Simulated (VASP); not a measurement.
Wanted: the native input for a VASP 6.6.1 run.

| Quantity | Value |
| --- | --- |
| Task | single point |
| Functional | r2SCAN |
| Potentials or basis | VASP PAW PBE potentials, release 64 (Rh_pv, Ce, Au) |
| Cutoff | 520 eV |
| k mesh | 4 × 4 × 4 |
| Occupations | fermi-dirac, width 0.0749 eV |
| Spin | no spin polarisation |
| Dipole correction | no |
| Further INCAR settings | ALGO = Normal; EDIFF = 1e-06; NBANDS = 48 |

The system is CeRh3Au2.

```
CELL_PARAMETERS angstrom
5.59725 0.00000 0.00000
-2.79862 4.84736 0.00000
0.00000 0.00000 4.32506
ATOMIC_POSITIONS crystal
Rh 0.50000 0.00000 0.50000
Rh 0.50000 0.50000 0.50000
Rh 0.00000 0.50000 0.50000
Ce 0.00000 0.00000 0.00000
Au 0.33330 0.66670 0.00000
Au 0.66660 0.33330 0.00000
```

These files were run (other wordings do the same):

POSCAR

```
CeRh3Au2
1.0
    5.5972480000      0.0000000000      0.0000000000
   -2.7986240000      4.8473620000      0.0000000000
    0.0000000000      0.0000000000      4.3250570000
Rh Ce Au
3 1 2
Direct
    0.5000000000      0.0000000000      0.5000000000
    0.5000000000      0.5000000000      0.5000000000
    0.0000000000      0.5000000000      0.5000000000
    0.0000000000      0.0000000000      0.0000000000
    0.3333000000      0.6667000000      0.0000000000
    0.6666000000      0.3333000000      0.0000000000
```

INCAR.step1

```
SYSTEM = CeRh3Au2
ALGO = Normal
EDIFF = 1E-4
ENCUT = 520
GGA = PE
ISMEAR = -1
LASPH = .TRUE.
LCHARG = .FALSE.
LREAL = .FALSE.
LWAVE = .TRUE.
NBANDS = 48
NELM = 100
PREC = Accurate
SIGMA = 0.0749
```

INCAR.step2

```
SYSTEM = CeRh3Au2
ALGO = Normal
EDIFF = 1E-6
ENCUT = 520
ISIF = 2
ISMEAR = -1
ISTART = 1
LASPH = .TRUE.
LCHARG = .FALSE.
LMIXTAU = .TRUE.
LREAL = .FALSE.
LWAVE = .FALSE.
METAGGA = R2SCAN
NBANDS = 48
NELM = 100
PREC = Accurate
SIGMA = 0.0749
```

KPOINTS

```
k-points
0
G
  4 4 4
  0 0 0
```

Potentials or basis: VASP PAW PBE potentials, release 64 (Rh_pv, Ce, Au).

The run is started by

```bash
$ cat potpaw_PBE.64/Rh_pv/POTCAR potpaw_PBE.64/Ce/POTCAR potpaw_PBE.64/Au/POTCAR > POTCAR
$ cp INCAR.step1 INCAR
$ mpirun -np 1 vasp_std > vasp.out
$ cp INCAR.step2 INCAR
$ mpirun -np 1 vasp_std > vasp.out
```

Results of the run:

The pressure is -9.0 GPa. The band gap on the k mesh is zero (an odd number of electrons rules out a gap without spin polarisation).

Caveat: the k points lie up to 0.36 Å⁻¹ apart, too coarse for converged energies and pressures of a metal; the PAW data sets were made with another functional, which shifts forces and pressure a little; spin-orbit coupling is left out, which moves the levels of the heavy elements; semilocal functionals describe open f shells poorly, which spoils levels, moments and volumes.

It took 22 min on 1 thread of Intel Xeon 8259CL, on a shared host, peak memory 0.33 GiB.
